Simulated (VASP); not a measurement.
A run of VASP 6.6.1:

Contents of INCAR:

```
SYSTEM = TiC
PREC = Accurate
ENCUT = 520
EDIFF = 1E-7
ISMEAR = -1
SIGMA = 0.05
LREAL = .False.
LASPH = .True.
NELM = 80
ALGO = Normal
ISIF = 2
LWAVE = .False.
LCHARG = .False.
GGA = PE
NBANDS = 15
```

The input KPOINTS:

```
regular mesh
0
Gamma
  18 18 18
  0 0 0
```

Contents of POSCAR:

```
TiC
1.0
    0.0000000000      2.1640000000      2.0990800000
    2.1640000000      0.0000000000      2.0990800000
    2.1640000000      2.1640000000      0.0000000000
Ti C
1 1
Direct
    0.0000000000      0.0000000000      0.0000000000
    0.5000000000      0.5000000000      0.5000000000
```

Potentials or basis: VASP PAW PBE potentials, release 64 (Ti_sv, C).

Run with:

```sh
$ cat potpaw_PBE.64/Ti_sv/POTCAR potpaw_PBE.64/C/POTCAR > POTCAR
$ mpirun -np 1 vasp_std > vasp.out
```

Hardware: 1 thread of Intel Xeon 6975P-C, with other jobs on the host.

Question: How long does it take, and how much memory?

Answer: Wall time 77 s on 1 thread of Intel Xeon 6975P-C, on a shared host, peak memory 0.26 GiB. Counts: scf iterations 15, k points 480.
